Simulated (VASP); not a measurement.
Set up this calculation in VASP 6.6.1, as the native input.

```
Task                   : single point
Functional             : PBE
Potentials or basis    : VASP PAW PBE potentials, release 64 (Hf_pv)
Cutoff                 : 500 eV
k mesh                 : 16 × 16 × 16
Occupations            : gaussian, width 0.1 eV
Spin                   : no spin polarisation
Dipole correction      : no
Further INCAR settings : ALGO = Normal; EDIFF = 1e-06; NBANDS = 11
```

The structure of Hf lies in POSCAR:

```
Hf
1.0
    0.0000000000      2.2426082604      2.2426082604
    2.2426082604      0.0000000000      2.2426082604
    2.2426082604      2.2426082604      0.0000000000
Hf
1
Direct
    0.0000000000      0.0000000000      0.0000000000
```

These files were run (other wordings do the same):

INCAR

```
SYSTEM = Hf
ALGO = Normal
EDIFF = 1E-6
ENCUT = 500
GGA = PE
GGA_COMPAT = .False.
ISIF = 2
ISMEAR = 0
LASPH = .True.
LCHARG = .False.
LREAL = .False.
LWAVE = .False.
NBANDS = 11
NELM = 120
PREC = Accurate
SIGMA = 0.1
```

KPOINTS

```
k-points
0
Gamma
  16 16 16
  0 0 0
```

Potentials or basis: VASP PAW PBE potentials, release 64 (Hf_pv).

Run with:

```console
$ cat potpaw_PBE.64/Hf_pv/POTCAR > POTCAR
$ mpirun -np 1 vasp_std > vasp.out
```

Results of the run:

```yaml
Pressure: -0.5 GPa
Band_gap_on_the_k_mesh: zero (band 5 reaches 6.08 eV, above the bottom of band 6 at 4.29 eV)
```

Caveat: spin-orbit coupling is left out, which moves the levels of the heavy elements.

Run time: 24 s on 1 thread of AMD EPYC 7R13 Processor (Zen 3), on a shared host, peak memory 0.13 GiB.
